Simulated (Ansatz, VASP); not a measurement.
# InAs: VASP beside Ansatz

File INCAR:

```
SYSTEM = InAs
ALGO = Normal ; EDIFF = 1E-6
ENCUT = 520 ; GGA = PE
ISIF = 2 ; ISMEAR = 0
LASPH = .TRUE. ; LCHARG = .FALSE.
LREAL = .FALSE. ; LWAVE = .FALSE.
NBANDS = 26 ; NELM = 100
PREC = Accurate ; SIGMA = 0.1
```

File KPOINTS:

```
k-points
0
G
  6 6 2
  0 0 0
```

File POSCAR:

```
InAs
1.0
    3.1443098900      0.0000000000      0.0000000000
    0.0000000000      3.1443098900      0.0000000000
    0.0000000000      0.0000000000      9.8138468400
In As
2 2
Direct
    0.0000000000      0.5000000000      0.8666711400
    0.5000000000      0.0000000000      0.1333288600
    0.0000000000      0.5000000000      0.3912732900
    0.5000000000      0.0000000000      0.6087267100
```

Input for Ansatz:

```yaml
crystal:
  lattice:
    - [3.14430989, 0.0, 0.0]
    - [0.0, 3.14430989, 0.0]
    - [0.0, 0.0, 9.81384684]
  atoms:
    - { symbol: In, position: [0.0, 0.5, 0.86667114] }
    - { symbol: In, position: [0.5, 0.0, 0.13332886] }
    - { symbol: As, position: [0.0, 0.5, 0.39127329] }
    - { symbol: As, position: [0.5, 0.0, 0.60872671] }
basis:
  ecutwfc: 420
kpoints:
  mp_grid: { grid: [6, 6, 2] }
hamiltonian:
  xc: pbe
scf:
  occupations: { method: gaussian, width: 0.1 }
  lower_state_search: "off"
output:
  forces: true
  stress: true
  eigenvalues: true
```

Change from the starting cell: species swapped into the TiCd type (P4/nmm, No. 129).

Alike in both runs: task single point; functional PBE; k mesh 6 × 6 × 2; occupations gaussian, width 0.1 eV; no spin polarisation.

|  | VASP | Ansatz |
| --- | --- | --- |
| version | VASP 6.6.1 | Ansatz 0.2.0 |
| potentials or method | VASP PAW PBE potentials, release 64 (In_d, As), cutoff 520 eV | scalar-relativistic, plane waves, PAW |
| valence electrons in the cell | 36 | 56 |

|  | VASP | Ansatz | Ansatz less VASP |
| --- | --- | --- | --- |
| gap on the k mesh at the Fermi level (eV) | none | none | - |
| pressure (GPa) | -2.0 | -2.0 | +0.02 |
| traceless stress, the component that is largest in VASP (GPa) | -1.09 | -1.09 | +0.001 |
| rms of the force components (eV/Å) | 0.204 | 0.204 | -0.0004 |

Atom by atom the forces differ by 0.001 eV/Å (rms over components). A gap of «none» marks a metal or a gap that the smearing closes. With one functional, cell and mesh, what is left measures potentials, basis and numerics. VASP's potentials hold 36 valence electrons a cell and Ansatz's 56, so a difference there can come from the potentials and not from the codes.
